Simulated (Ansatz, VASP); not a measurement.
Ta in VASP and in Ansatz

```
Ta
1.0
    -1.75036    1.75036    1.65128
     1.75036   -1.75036    1.65128
     1.75036    1.75036   -1.65128
Ta
1
Direct
  0.00000 0.00000 0.00000
```

Change from the starting cell: strain +0.0600 x Voigt [1, 1, 0, 0, 0, 0], atoms carried along.

Alike in both runs: task single point; functional LDA; k mesh 20 × 20 × 20; occupations methfessel-paxton of order 1, width 0.02 eV; no spin polarisation.

```csv
,VASP,Ansatz
version,VASP 6.6.1,Ansatz 0.2.0
potentials or method,"VASP PAW LDA potentials, release 64 (Ta_pv), cutoff 520 eV","scalar-relativistic, plane waves, PAW"
valence electrons in the cell,11,13
```

|  | VASP | Ansatz | Ansatz less VASP |
| --- | --- | --- | --- |
| gap on the k mesh at the Fermi level (eV) | none | none | - |
| pressure (GPa) | -25.2 | -25.6 | -0.42 |
| traceless stress, the component that is largest in VASP (GPa) | 2.49 | 2.49 | -0.002 |

LDA's correlation is that of Perdew and Zunger in VASP and of Perdew and Wang (1992) in Ansatz. A gap of «none» marks a metal or a gap that the smearing closes. VASP's potentials hold 11 valence electrons a cell and Ansatz's 13, so a difference there can come from the potentials and not from the codes.

Neither program's run includes spin-orbit coupling.
